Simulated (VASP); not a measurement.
A run of VASP 6.6.1 is set up as follows.

Contents of INCAR:

```
PREC     = Accurate       # precision mode
ENCUT    = 520            # plane-wave cutoff, eV
EDIFF    = 1E-6           # SCF threshold, eV
ISMEAR   = 0              # smearing method
SIGMA    = 0.1            # smearing width, eV
LREAL    = False          # projectors in reciprocal space
LASPH    = True           # aspherical terms in the spheres
NELM     = 80             # most SCF steps
ALGO     = Normal         # electronic algorithm
ISIF     = 2              # what is computed and relaxed
LWAVE    = False          # write WAVECAR
LCHARG   = False          # write CHGCAR
GGA      = CA             # functional
NBANDS   = 9              # bands
```

The input KPOINTS:

```
regular mesh
0
Gamma
  21 21 12
```

POSCAR

```
Be
1.0
    2.2491745589      0.0000000000      0.0000000000
   -1.1245872795      1.9478423056      0.0000000000
    0.0000000000      0.0000000000      3.5483671527
Be
2
Direct
    0.3333333333      0.6666666667      0.2500000000
    0.6666666667      0.3333333333      0.7500000000
```

Potentials or basis: VASP PAW LDA potentials, release 64 (Be).

Run with:

```sh
$ cat potpaw_LDA.64/Be/POTCAR > POTCAR
$ mpirun -np 1 vasp_std > vasp.out
```

(1) Estimate the band gap on the k mesh.

(2) Predict the pressure.

Results:

(1) zero (band 2 reaches 7.88 eV, above the bottom of band 3 at 5.80 eV).

(2) -3.3 GPa.
